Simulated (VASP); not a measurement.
# CdS (P6_3mc) in VASP: relaxation of cell and atoms with r2SCAN

Aim: the relaxation of cell and atoms of CdS with r2SCAN.

Everything below comes from runs of VASP 6.6.1. Logs are shortened: lines on timing, memory, paths and dates and some standing lists are left out, and cuts for length are marked.

## 1. The cell of the first run

The structure is hexagonal, space group P6_3mc (No. 186). The conventional cell has a = 4.169 Å, b = 4.169 Å, c = 6.780 Å, α = 90.00°, β = 90.00°, γ = 120.00°. Within 3.4 Å of Cd (site symmetry 3m) lie 4 S at 2.55 Å. S (site symmetry 3m) has 4 Cd at 2.55 Å within 3.4 Å.

## 2. Relaxation of cell and atoms, r2SCAN

Contents of POSCAR:

```
CdS
1.0
    4.1688380995      0.0000000000      0.0000000000
   -2.0844190498      3.6103196984      0.0000000000
    0.0000000000      0.0000000000      6.7796174100
Cd S
2 2
Direct
    0.6666666700      0.3333333300      0.5002243700
    0.3333333300      0.6666666700      0.0002243700
    0.6666666700      0.3333333300      0.8767756300
    0.3333333300      0.6666666700      0.3767756300
```

Contents of INCAR.step1:

```
SYSTEM = CdS
  ALGO = Normal
  EDIFF = 1E-4
  ENCUT = 600
  GGA = PE
  ISMEAR = 0
  LASPH = .TRUE.
  LCHARG = .FALSE.
  LREAL = .FALSE.
  LWAVE = .TRUE.
  NELM = 80
  PREC = Accurate
  SIGMA = 0.02
```

Contents of INCAR.step2:

```
SYSTEM = CdS
  ALGO = Normal
  EDIFF = 1E-6
  EDIFFG = -0.01
  ENCUT = 600
  IBRION = 2
  ISIF = 3
  ISMEAR = 0
  ISTART = 1
  LASPH = .TRUE.
  LCHARG = .FALSE.
  LMIXTAU = .TRUE.
  LREAL = .FALSE.
  LWAVE = .FALSE.
  METAGGA = R2SCAN
  NELM = 80
  NSW = 100
  PREC = Accurate
  SIGMA = 0.02
```

Contents of KPOINTS:

```
k-points
0
G
  9 9 4
  0 0 0
```

Potentials or basis: VASP PAW PBE potentials, release 64 (Cd, S).

Launch:

```
> cat potpaw_PBE.64/Cd/POTCAR potpaw_PBE.64/S/POTCAR > POTCAR
> cp INCAR.step1 INCAR
> mpirun -np 1 vasp_std > vasp.out
> cp INCAR.step2 INCAR
> mpirun -np 1 vasp_std > vasp.out
```

OUTCAR:

```text
SYSTEM = CdS
   EDIFF = 1E-6
   EDIFFG = -0.01
   ENCUT = 600
   IBRION = 2
   ISIF = 3
   ISMEAR = 0
   ISTART = 1
   LASPH = .TRUE.
   LREAL = .FALSE.
   METAGGA = R2SCAN
   NELM = 80
   NSW = 100
   PREC = Accurate

 ion  position               nearest neighbor table
   1  0.667  0.333  0.500-   4 2.55   4 2.55   4 2.55   3 2.55
   2  0.333  0.667  0.000-   3 2.55   3 2.55   3 2.55   4 2.55
   3  0.667  0.333  0.877-   2 2.55   2 2.55   2 2.55   1 2.55
   4  0.333  0.667  0.377-   1 2.55   1 2.55   1 2.55   2 2.55

  LATTYP: Found a hexagonal cell.
 ALAT       =     4.1688380995
 C/A-ratio  =     1.6262606626

  Lattice vectors:

 A1 = (   4.1688380995,   0.0000000000,   0.0000000000)
 A2 = (  -2.0844190498,   3.6103196984,   0.0000000000)
 A3 = (   0.0000000000,   0.0000000000,   6.7796174100)

Analysis of symmetry for initial positions (statically):
=====================================================================
 Subroutine PRICEL returns:
 Original cell was already a primitive cell.

 Routine SETGRP: Setting up the symmetry group for a
 hexagonal supercell.

 Subroutine GETGRP returns: Found 12 space group operations
 (whereof  6 operations were pure point group operations)
 out of a pool of 24 trial point group operations.

The static configuration has the point symmetry C_3v.
 The point group associated with its full space group is C_6v.

Analysis of symmetry for dynamics (positions and initial velocities):
=====================================================================
 Subroutine PRICEL returns:
 Original cell was already a primitive cell.

 Routine SETGRP: Setting up the symmetry group for a
 hexagonal supercell.

 Subroutine GETGRP returns: Found 12 space group operations
 (whereof  6 operations were pure point group operations)
 out of a pool of 24 trial point group operations.

The dynamic configuration has the point symmetry C_3v.
 The point group associated with its full space group is C_6v.

 Subroutine INISYM returns: Found 12 space group operations
 (whereof  6 operations are pure point group operations),
 and found     1 'primitive' translations

----------------------------------------------------------------------------------------

                                     Primitive cell

  volume of cell :     102.0389

  direct lattice vectors                    reciprocal lattice vectors
     4.168838100  0.000000000  0.000000000     0.239874991  0.138491890  0.000000000
    -2.084419050  3.610319698  0.000000000     0.000000000  0.276983781  0.000000000
     0.000000000  0.000000000  6.779617410     0.000000000  0.000000000  0.147500949

  length of vectors
     4.168838100  4.168838099  6.779617410     0.276983781  0.276983781  0.147500949

  position of ions in fractional coordinates (direct lattice)
     0.666666670  0.333333330  0.500224370
     0.333333330  0.666666670  0.000224370
     0.666666670  0.333333330  0.876775630
     0.333333330  0.666666670  0.376775630

  ion indices of the primitive-cell ions
   primitive index   ion index
                 1           1
                 2           2
                 3           3
                 4           4

----------------------------------------------------------------------------------------

 KPOINTS: k-points

Automatic generation of k-mesh.
 Grid dimensions read from file:
 generate k-points for:    9    9    4

 Generating k-lattice:

  Cartesian coordinates                     Fractional coordinates (reciprocal lattice)
     0.026652777  0.015387988  0.000000000     0.111111111  0.000000000  0.000000000
     0.000000000  0.030775976  0.000000000     0.000000000  0.111111111  0.000000000
     0.000000000  0.000000000  0.036875237     0.000000000  0.000000000  0.250000000

  Length of vectors
     0.030775976  0.030775976  0.036875237

  Shift w.r.t. Gamma in fractional coordinates (k-lattice)
     0.000000000  0.000000000  0.000000000

 Subroutine IBZKPT returns following result:
 ===========================================

 Found     36 irreducible k-points:

 Following reciprocal coordinates:
            Coordinates               Weight
  0.000000  0.000000  0.000000      1.000000
  0.111111  0.000000  0.000000      6.000000
  0.222222 -0.000000  0.000000      6.000000
  0.333333  0.000000  0.000000      6.000000
  0.444444 -0.000000  0.000000      6.000000
  0.111111  0.111111  0.000000      6.000000
[... 16 lines left out ...]
  0.333333  0.222222  0.250000     24.000000
  0.333333  0.333333  0.250000      4.000000
 [... further k-points ...]
   k-points           NKPTS =     36   k-points in BZ     NKDIM =     36   number of bands    NBANDS=     22
   number of dos      NEDOS =    301   number of ions     NIONS =      4
   total plane-waves  NPLWV =  69984
   dimension x,y,z NGX =    36 NGY =   36 NGZ =   54
   dimension x,y,z NGXF=    72 NGYF=   72 NGZF=  108
   ions per type =               2   2
   NGX,Y,Z   is equivalent  to a cutoff of  14.36, 14.36, 13.24 a.u.
   NGXF,Y,Z  is equivalent  to a cutoff of  28.71, 28.71, 26.48 a.u.
 SYSTEM =  CdS
   PREC   = accura    normal or accurate (medium, high low for compatibility)
   ISTART =      1    job   : 0-new  1-cont  2-samecut
   ICHARG =      0    charge: 1-file 2-atom 10-const
   ISPIN  =      1    spin polarized calculation?
   LNONCOLLINEAR =      F non collinear calculations
   LSORBIT =      F    spin-orbit coupling
   LASPH  =      T    aspherical Exc in radial PAW
   ENCUT  =  600.0 eV  44.10 Ry    6.64 a.u.   8.33  8.33 13.54*2*pi/ulx,y,z
   NELM   =     80;   NELMIN=  2; NELMDL=  0     # of ELM steps
   EDIFF  = 0.1E-05   stopping-criterion for ELM
   LREAL  =      F    real-space projection
   EDIFFG = -.1E-01   stopping-criterion for IOM
   NSW    =    100    number of steps for IOM
   IBRION =      2    ionic relax: 0-MD 1-quasi-New 2-CG
   NFREE  =      1    steps in history (QN), initial steepest desc. (CG)
   ISIF   =      3    stress and relaxation
   ISYM   =      2    0-nonsym 1-usesym 2-fastsym
   POTIM  = 0.5000    time-step for ionic-motion
   TEBEG  =    0.0;   TEEND  =   0.0 temperature during run
   PSTRESS=    0.0 pullay stress
   NELECT =      36.0000    total number of electrons
   NUPDOWN=      -1.0000    fix difference up-down
   EMIN   =  10.00;   EMAX   =-10.00  energy-range for DOS
   EFERMI =   0.00;   METHOD = LEGACY
   ISMEAR =     0;   SIGMA  =   0.02  broadening in eV -4-tet -1-fermi 0-gaus
   EFERMI_NEDOS =   21; number of points for ismear=-14 and -15
   IALGO  =     38    algorithm
   IMIX   =      4    mixing-type and parameters
     AMIX     =   0.40;   BMIX     =  1.00
     AMIX_MAG =   1.60;   BMIX_MAG =  1.00
  volume/ion in A,a.u.               =      25.51       172.15
  Fermi-wavevector in a.u.,A,eV,Ry     =   1.156788  2.186012 18.206746  1.338158
  Thomas-Fermi vector in A             =   2.293405
   LORBIT       =      0    0 simple, 1 ext, 2 COOP (PROOUT), +10 PAW based schemes
   METAGGA = R2SCAN    functional components
   LHFCALC =     F    Hartree Fock is set to
   AEXX    =    0.0000 exact exchange contribution
   IVDW    =     0    specifies the selected vdW correction
   LEPSILON=     F    determine dielectric tensor
   LRPA    =     F    only Hartree local field effects (RPA)
 conjugate gradient relaxation of ions
 non-spin polarized calculation
 Gauss-broadening in eV      SIGMA  =   0.02
  energy-cutoff  :      600.00
  volume of cell :      102.04
 maximum number of plane-waves:      3426
 NGX is ok and might be reduce to    36
   NGX = 17   NGY = 17   NGZ = 27

 number of electron      36.0000010 magnetization

 Free energy of the ion-electron system (eV)
  ---------------------------------------------------
  ext. energy  EPLUGINS =         0.00000000
  ---------------------------------------------------
  free energy    TOTEN  =       -59.38344975 eV

  energy without entropy =      -59.38344975  energy(sigma->0) =      -59.38344975

 E-fermi :   0.9245     XC(G=0):  -9.5892

 val. band max:        0.8111428453   @ k =   0.0000   0.0000   0.0000
 cond. band min:       2.4258616817   @ k =   0.0000   0.0000   0.0000
 fundamental gap:      1.6147188364
 Fermi energy:         0.9244803971

 k-point     1 :       0.0000    0.0000    0.0000
  band No.  band energies     occupation
      1     -11.8941      2.00000
      2     -11.4844      2.00000
      3      -7.0389      2.00000
      4      -7.0320      2.00000
      5      -7.0320      2.00000
      6      -6.9463      2.00000
[... 14 lines left out ...]
     21       7.8041      0.00000
     22       7.8041      0.00000

 k-point     2 :       0.1111    0.0000    0.0000
  band No.  band energies     occupation
      1     -11.8523      2.00000
      2     -11.4660      2.00000
      3      -7.0257      2.00000
      4      -7.0142      2.00000
      5      -6.9965      2.00000
      6      -6.9253      2.00000
[... 14 lines left out ...]
     21       7.3434      0.00000
     22       7.9983      0.00000

 k-point     3 :       0.2222   -0.0000    0.0000
  band No.  band energies     occupation
      1     -11.7430      2.00000
      2     -11.4221      2.00000
      3      -6.9876      2.00000
      4      -6.9734      2.00000
      5      -6.9012      2.00000
      6      -6.8588      2.00000
[... 14 lines left out ...]
     21       6.7814      0.00000
     22       7.7843      0.00000

 k-point     4 :       0.3333    0.0000    0.0000
  band No.  band energies     occupation
      1     -11.6093      2.00000
      2     -11.3809      2.00000
      3      -6.9534      2.00000
      4      -6.9370      2.00000
      5      -6.8091      2.00000
      6      -6.7881      2.00000
[... 14 lines left out ...]
     21       6.5348      0.00000
     22       7.4374      0.00000

 k-point     5 :       0.4444   -0.0000    0.0000
  band No.  band energies     occupation
      1     -11.5098      2.00000
      2     -11.3661      2.00000
      3      -6.9379      2.00000
      4      -6.9201      2.00000
      5      -6.7451      2.00000
      6      -6.7440      2.00000
[... 417 lines left out ...]
 k-point    22 :       0.2222    0.2222    0.2500
  band No.  band energies     occupation
      1     -11.5153      2.00000
      2     -11.3904      2.00000
      3      -6.9228      2.00000
      4      -6.9001      2.00000
      5      -6.8141      2.00000
      6      -6.7907      2.00000
[... 14 lines left out ...]
     21       6.7427      0.00000
     22       7.0327      0.00000

 k-point    23 :       0.3333    0.2222    0.2500
  band No.  band energies     occupation
      1     -11.4407      2.00000
      2     -11.3783      2.00000
      3      -6.9191      2.00000
      4      -6.8686      2.00000
      5      -6.8014      2.00000
      6      -6.7595      2.00000
[... 14 lines left out ...]
     21       6.6004      0.00000
     22       7.2176      0.00000

 k-point    24 :       0.3333    0.3333    0.2500
  band No.  band energies     occupation
      1     -11.3948      2.00000
      2     -11.3948      2.00000
      3      -6.9226      2.00000
      4      -6.8226      2.00000
      5      -6.8226      2.00000
      6      -6.7509      2.00000
[... 14 lines left out ...]
     21       6.2145      0.00000
     22       8.0345      0.00000

 [... further k-points ...]
[... 5 lines left out ...]
  --------------------------------------------------------------------------------------
  -------------------------------------------------------------------------------------
  Total        0.0018804      0.0018804      0.0079226     -0.0000000     -0.0000000      0.0000000
  in kB        0.0295253      0.0295253      0.1243974     -0.0000000     -0.0000000      0.0000000
  external PRESSURE =       0.0611493 kB  Pullay stress =       0.0000000 kB

 VOLUME and BASIS-vectors are now :
 -----------------------------------------------------------------------------
  energy-cutoff  :      600.00
  volume of cell :      102.04
      direct lattice vectors                 reciprocal lattice vectors
     4.168838100  0.000000000  0.000000000     0.239874991  0.138491890  0.000000000
    -2.084419050  3.610319698  0.000000000     0.000000000  0.276983781  0.000000000
     0.000000000  0.000000000  6.779617410     0.000000000  0.000000000  0.147500949

 POSITION                                       TOTAL-FORCE (eV/Angst)
 -----------------------------------------------------------------------------------
      2.08442      1.20344      3.39133        -0.000000     -0.000000     -0.005473
     -0.00000      2.40688      0.00152         0.000000      0.000000     -0.005473
      2.08442      1.20344      5.94420         0.000000     -0.000000      0.005473
     -0.00000      2.40688      2.55439        -0.000000     -0.000000      0.005473
 -----------------------------------------------------------------------------------
    total drift:                               -0.000015      0.000008      0.004734

  FREE ENERGIE OF THE ION-ELECTRON SYSTEM (eV)
  ---------------------------------------------------
  free  energy   TOTEN  =       -59.3834497504 eV

  energy  without entropy=      -59.3834497504  energy(sigma->0) =      -59.38344975

 reached required accuracy - stopping structural energy minimisation
```

Wall time 5 min (1 thread of Intel Xeon Platinum 8488C (Sapphire Rapids), shared host); peak memory 0.32 GiB.

What came out:

```yaml
Free_energy: -59.3834 eV
Pressure_after_relaxing: 0.0 GPa
Largest_force_after_relaxing: 0.005 eV/Å
Band_gap_on_the_k_mesh: 1.61 eV
```

Forces on the atoms (eV/Å):
```
Cd   0.000  0.000 -0.005
Cd   0.000  0.000 -0.005
S    0.000  0.000  0.005
S    0.000  0.000  0.005
```

Final structure:
```
Cd S
1.0
     4.16884    0.00000    0.00000
    -2.08442    3.61032    0.00000
     0.00000    0.00000    6.77962
Cd S
2 2
Cartesian
  2.0844 1.2034 3.3913
  0.0000 2.4069 0.0015
  2.0844 1.2034 5.9442
  0.0000 2.4069 2.5544
```

Levels at points of the mesh, in eV from the valence-band top:
```tsv
k point	band 16	band 17	band 18	band 19	band 20	band 21
(0.00, 0.00, 0.00)	-0.04	0.00	0.00	1.61	3.22	6.99
(0.00, 0.00, 0.50)	-0.38	-0.38	-0.38	3.26	3.26	6.61
```

Caveat: the relaxation stopped at its first step, so nothing moved; the PAW data sets were made with another functional, which shifts forces and pressure a little.
